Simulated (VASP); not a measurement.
Write the native input for VASP 6.6.1 that does the following.

```yaml
Task: relaxation of cell and atoms
Functional: r2SCAN
Dispersion: D3(BJ)
Potentials_or_basis: VASP PAW PBE potentials, release 64 (Ta_pv, N)
Cutoff: 600 eV
k_mesh: 9 × 9 × 9
Occupations: fermi-dirac, width 0.05 eV
Spin: no spin polarisation
Dipole_correction: no
Further_INCAR_settings: ALGO = Normal; EDIFF = 1e-06; IBRION = 2; EDIFFG = -0.01; NSW = 60; ISIF = 3
```

TaN:

```
CELL_PARAMETERS angstrom
0.00000 2.49114 2.49114
2.49114 0.00000 2.49114
2.49114 2.49114 0.00000
ATOMIC_POSITIONS crystal
Ta 0.00000 0.00000 0.00000
N 0.25000 0.25000 0.25000
```

These files were run (other wordings do the same):

POSCAR

```
TaN
1.0
    0.0000000000      2.4911437700      2.4911437700
    2.4911437700      0.0000000000      2.4911437700
    2.4911437700      2.4911437700      0.0000000000
Ta N
1 1
Direct
    0.0000000000      0.0000000000      0.0000000000
    0.2500000000      0.2500000000      0.2500000000
```

INCAR.step1

```
PREC     = Accurate       # precision mode
ENCUT    = 600            # plane-wave cutoff, eV
ISMEAR   = -1             # smearing method
SIGMA    = 0.05           # smearing width, eV
LREAL    = False          # projectors in reciprocal space
LASPH    = True           # aspherical terms in the spheres
NELM     = 60             # most SCF steps
GGA      = PE             # functional
ALGO     = Normal         # electronic algorithm
EDIFF    = 1E-4           # SCF threshold, eV
LWAVE    = True           # write WAVECAR
LCHARG   = False          # write CHGCAR
```

INCAR.step2

```
PREC     = Accurate       # precision mode
ENCUT    = 600            # plane-wave cutoff, eV
EDIFF    = 1E-6           # SCF threshold, eV
ISMEAR   = -1             # smearing method
SIGMA    = 0.05           # smearing width, eV
LREAL    = False          # projectors in reciprocal space
LASPH    = True           # aspherical terms in the spheres
NELM     = 60             # most SCF steps
ALGO     = Normal         # electronic algorithm
ISIF     = 3              # what is computed and relaxed
LWAVE    = False          # write WAVECAR
LCHARG   = False          # write CHGCAR
METAGGA  = R2SCAN         # meta-GGA
LMIXTAU  = True         
IVDW     = 12             # dispersion correction
VDW_S6   = 1.0          
VDW_S8   = 0.78981345   
VDW_A1   = 0.49484001   
VDW_A2   = 5.73083694   
IBRION   = 2              # ionic algorithm
NSW      = 60             # ionic steps
EDIFFG   = -0.01          # ionic threshold
ISTART   = 1
```

KPOINTS

```
regular mesh
0
Gamma
  9 9 9
```

Potentials or basis: VASP PAW PBE potentials, release 64 (Ta_pv, N).

Command:

```console
$ cat potpaw_PBE.64/Ta_pv/POTCAR potpaw_PBE.64/N/POTCAR > POTCAR
$ cp INCAR.step1 INCAR
$ mpirun -np 1 vasp_std > vasp.out
$ cp INCAR.step2 INCAR
$ mpirun -np 1 vasp_std > vasp.out
```

Results of the run:

The relaxed volume is 13.21 Å³/atom and the relaxed cell is a = 3.343 Å, b = 3.343 Å, c = 3.343 Å, α = 60.00°, β = 60.00°, γ = 60.00°. The space group after relaxing (to 0.05 Å) is F-43m (No. 216), the energy gained by relaxing is 245.9 meV/atom and the ionic steps are 5. The pressure after relaxing is 0.0 GPa, the band gap on the k mesh is zero (band 8 reaches 7.55 eV, above the bottom of band 9 at 7.07 eV) and the dispersion energy per atom is -0.179 eV.

Caveat: the PAW data sets were made with another functional, which shifts forces and pressure a little; spin-orbit coupling is left out, which moves the levels of the heavy elements; pairwise dispersion overbinds metals, which lowers pressure and volume.

Wall time 4.1 min on 1 thread of Intel(R) Xeon(R) Platinum 8259CL CPU @ 2.50GHz (Skylake/Cascade Lake), on a shared host, peak memory 0.19 GiB.
